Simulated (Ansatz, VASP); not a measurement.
**LiCl in VASP and in Ansatz**

```
CELL_PARAMETERS angstrom
3.57495 0.00000 0.00000
-1.78747 3.09600 0.00000
0.00000 0.00000 6.02408
ATOMIC_POSITIONS crystal
Li 0.00000 0.00000 0.00000
Li 0.00000 0.00000 0.50000
Cl 0.33333 0.66667 0.25000
Cl 0.66667 0.33333 0.75000
```

Alike in both runs: task single point; functional r2SCAN; k mesh 6 × 6 × 4; no spin polarisation.

|  | VASP | Ansatz |
| --- | --- | --- |
| version | VASP 6.6.1 | Ansatz 0.2.0 |
| potentials or method | VASP PAW PBE potentials, release 64 (Li_sv, Cl) | plane waves, PAW |
| plane-wave cutoff (eV) | 520 | 500 |
| occupations | gaussian, width 0.01 eV | fixed |
| valence electrons in the cell | 20 | 20 |

Ansatz gave:

* gap on the k mesh at the Fermi level (eV): 7.25

Q: Which values does VASP return?

A: gap on the k mesh at the Fermi level (eV): 7.33.

VASP's potentials were made for PBE, not for r2SCAN.

Noted on VASP's run: the cutoff is short for stress, so the pressure is rough.
